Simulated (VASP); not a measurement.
Set up this calculation in VASP 6.6.1, as the native input.

- Task: single point
- Functional: PBE
- Potentials or basis: VASP PAW PBE potentials, release 64 (Ta_pv, Se, F)
- Cutoff: 520 eV
- k mesh: 4 × 4 × 4
- Occupations: gaussian, width 0.1 eV
- Spin: no spin polarisation
- Dipole correction: no
- Further INCAR settings: ALGO = Normal; EDIFF = 1e-06; NBANDS = 23

The structure of TaSe2F lies in POSCAR:

```
TaSe2F
1.0
    5.0016227253      0.0000000000      0.0000000000
    0.0000000000      5.0016227253      0.0000000000
    0.0000000000      0.0000000000      4.0984705260
Ta Se F
1 2 1
Direct
    0.5000000000      0.5000000000      0.0000000000
    0.0000000000      0.5000000000      0.0000000000
    0.5000000000      0.0000000000      0.0000000000
    0.5000000000      0.5000000000      0.5000000000
```

The cell was generated, and may not be a known phase.

These files were run (other wordings do the same):

INCAR

```
PREC = Accurate
ENCUT = 520
EDIFF = 1E-6
ISMEAR = 0
SIGMA = 0.1
LREAL = False
LASPH = True
NELM = 80
ALGO = Normal
ISIF = 2
LWAVE = False
LCHARG = False
GGA = PE
NBANDS = 23
```

KPOINTS

```
regular mesh
0
Gamma
  4 4 4
```

Potentials or basis: VASP PAW PBE potentials, release 64 (Ta_pv, Se, F).

Command:

```bash
$ cat potpaw_PBE.64/Ta_pv/POTCAR potpaw_PBE.64/Se/POTCAR potpaw_PBE.64/F/POTCAR > POTCAR
$ mpirun -np 1 vasp_std > vasp.out
```

It gave:

```
Pressure               : 0.2 GPa
Band gap on the k mesh : zero (bands 15 and 16 overlap by 1.08 eV)
```

Caveat: the k points lie up to 0.38 Å⁻¹ apart, too coarse for converged energies and pressures of a metal; spin-orbit coupling is left out, which moves the levels of the heavy elements.

Wall time 38 s on 1 thread of Intel(R) Xeon(R) Platinum 8259CL CPU @ 2.50GHz (Skylake/Cascade Lake), with other jobs on the host, peak memory 0.23 GiB.
